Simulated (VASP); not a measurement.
# SnO (P4/nmm) in VASP: notebook, part 2 of 2

VASP 6.6.1. Earlier steps stand in the parts before.

## Step 3: Single point, LDA (volume 18.496 Å^3 an atom, c/a of the conventional cell 1.3131)

INCAR reads:

```
PREC     = Accurate       # precision mode
ENCUT    = 520            # plane-wave cutoff, eV
EDIFF    = 1E-7           # SCF threshold, eV
ISMEAR   = 0              # smearing method
SIGMA    = 0.15           # smearing width, eV
LREAL    = F              # projectors in reciprocal space
LASPH    = T              # aspherical terms in the spheres
NELM     = 100            # most SCF steps
ALGO     = Normal         # electronic algorithm
ISIF     = 2              # what is computed and relaxed
LWAVE    = F              # write WAVECAR
LCHARG   = T              # write CHGCAR
GGA      = CA             # functional
LELF     = T              # ELF
LVHAR    = T            
NBANDS   = 28             # bands
```

KPOINTS reads:

```
Automatic mesh
0
Gamma
  12 12 10
```

POSCAR reads:

```
SnO
1.0
    3.8336577232      0.0000000000      0.0000000000
    0.0000000000      3.8336577232      0.0000000000
    0.0000000000      0.0000000000      5.0339759564
Sn O
2 2
Direct
    0.0000000000      0.5000000000      0.2457459271
    0.5000000000      0.0000000000      0.7542540729
    0.0000000000      0.0000000000      0.0000000000
    0.5000000000      0.5000000000      0.0000000000
```

Potentials or basis: VASP PAW LDA potentials, release 64 (Sn_d, O).

Run with:

```sh
> cat potpaw_LDA.64/Sn_d/POTCAR potpaw_LDA.64/O/POTCAR > POTCAR
> mpirun -np 1 vasp_std > vasp.out
```

Wall time 5.6 min (1 thread of Intel Xeon Platinum 8259CL at 2.50GHz (Skylake/Cascade Lake), shared host); peak memory 0.36 GiB.

Results (log left out):

```yaml
Free_energy: -25.4876 eV
Pressure: -8.7 GPa
Largest_force: 1.665 eV/Å
Band_gap_on_the_k_mesh: zero (band 20 reaches 6.13 eV, above the bottom of band 21 at 6.05 eV)
```

Forces on the atoms (eV/Å):
```
Sn   0.000  0.000 -1.665
Sn   0.000  0.000  1.665
O    0.000  0.000  0.000
O    0.000  0.000  0.000
```

Stress tensor (GPa, compression positive):
```
 -7.65   0.00   0.00
  0.00  -7.65   0.00
  0.00   0.00 -10.72
```

Levels at points of the mesh, in eV from the Fermi level:
```
           k point  band 17  band 18  band 19  band 20  band 21  band 22  band 23  band 24
(0.00, 0.00, 0.00)    -3.13    -2.59    -2.59    -0.03     2.01     4.29     4.34     4.34
(0.50, 0.00, 0.00)    -4.23    -4.23    -2.71    -2.71     2.80     2.80     5.52     5.52
(0.50, 0.50, 0.00)    -2.08    -2.08    -1.97    -1.97    -0.12    -0.12     4.06     4.06
(0.00, 0.00, 0.50)    -3.18    -2.61    -2.61    -2.31     1.88     2.76     2.76     3.70
(0.50, 0.00, 0.50)    -4.20    -4.20    -1.78    -1.78     2.25     2.25     5.12     5.12
(0.50, 0.50, 0.50)    -2.78    -2.78    -1.97    -1.97     2.09     2.09     3.59     3.59
```

Caveat: spin-orbit coupling is left out, which moves the levels of the heavy elements; forces of over 1 eV/Å act on the atoms, so gaps and moduli don't describe the material at rest.

## Step 4: Single point, LDA (volume 18.496 Å^3 an atom, c/a of the conventional cell 1.3953)

INCAR reads:

```
PREC = Accurate
ENCUT = 520
EDIFF = 1E-6
ISMEAR = 0
SIGMA = 0.15
LREAL = False
LASPH = True
NELM = 60
ALGO = Normal
ISIF = 2
LWAVE = False
LCHARG = False
NBANDS = 28
```

KPOINTS is that of step 3.

POSCAR reads:

```
SnO
1.0
    3.7568461013      0.0000000000      0.0000000000
    0.0000000000      3.7568461013      0.0000000000
    0.0000000000      0.0000000000      5.2419273651
Sn O
2 2
Direct
    0.0000000000      0.5000000000      0.2457459271
    0.5000000000      0.0000000000      0.7542540729
    0.0000000000      0.0000000000      0.0000000000
    0.5000000000      0.5000000000      0.0000000000
```

Run with:

```sh
> cat potpaw_LDA.64/Sn_d/POTCAR potpaw_LDA.64/O/POTCAR > POTCAR
> mpirun -np 1 vasp_std > vasp.out
```

Run time: 2.5 min. Hardware: 1 thread of Intel Xeon 6975P-C (Granite Rapids), shared host; peak memory 0.35 GiB.

The run converged. Its results:

- Free energy: -25.3763 eV
- Pressure: -8.2 GPa
- Largest force: 2.166 eV/Å
- Band gap on the k mesh: zero (band 20 reaches 6.25 eV, above the bottom of band 21 at 6.01 eV)

Forces in eV/Å, atoms in the order of the input:
```
Sn   0.000  0.000 -2.166
Sn   0.000  0.000  2.166
O    0.000  0.000  0.000
O    0.000  0.000  0.000
```

Stress tensor (GPa, compression positive):
```
 -5.23   0.00   0.00
  0.00  -5.23   0.00
  0.00   0.00 -14.20
```

Levels at points of the mesh, in eV from the Fermi level:
```tsv
k point	band 16	band 17	band 18	band 19	band 20	band 21	band 22	band 23	band 24	band 25
(0.00, 0.00, 0.00)	-5.50	-3.13	-2.32	-2.32	0.06	2.18	4.24	4.46	4.46	5.16
(0.50, 0.00, 0.00)	-4.70	-4.06	-4.06	-2.83	-2.83	2.59	2.59	5.67	5.67	5.97
(0.50, 0.50, 0.00)	-4.88	-2.20	-2.20	-1.71	-1.71	-0.18	-0.18	3.84	3.84	6.08
(0.00, 0.00, 0.50)	-3.71	-3.16	-2.67	-2.35	-2.35	2.34	2.93	2.93	4.11	7.29
(0.50, 0.00, 0.50)	-4.90	-4.03	-4.03	-1.91	-1.91	1.96	1.96	5.33	5.33	6.42
(0.50, 0.50, 0.50)	-5.26	-2.76	-2.76	-1.71	-1.71	1.93	1.93	3.22	3.22	5.43
```

Caveat: spin-orbit coupling is left out, which moves the levels of the heavy elements; forces of over 1 eV/Å act on the atoms, so gaps and moduli don't describe the material at rest.

## Step 5: Overview

```csv
cell,gap on the mesh (eV),pressure (GPa),largest force (eV/Å)
"a = 3.682, b = 3.682, c = 5.458 Å, 4 atoms",none,-7.8,2.77
"a = 3.834, b = 3.834, c = 5.034 Å, 4 atoms",none,-8.7,1.66
"a = 3.757, b = 3.757, c = 5.242 Å, 4 atoms",none,-8.2,2.17
```

Alike in all rows: task single point; level LDA; potentials or basis VASP PAW LDA potentials, release 64 (Sn_d, O); no spin polarisation; k mesh 12 × 12 × 10; cutoff (eV) 520; smearing gaussian 0.15 eV.

Caveats: spin-orbit coupling is left out, which moves the levels of the heavy elements; forces of over 1 eV/Å act on the atoms, so gaps and moduli don't describe the material at rest.

Total energies depend on the potentials used, so only differences within one code and one set of settings carry meaning.
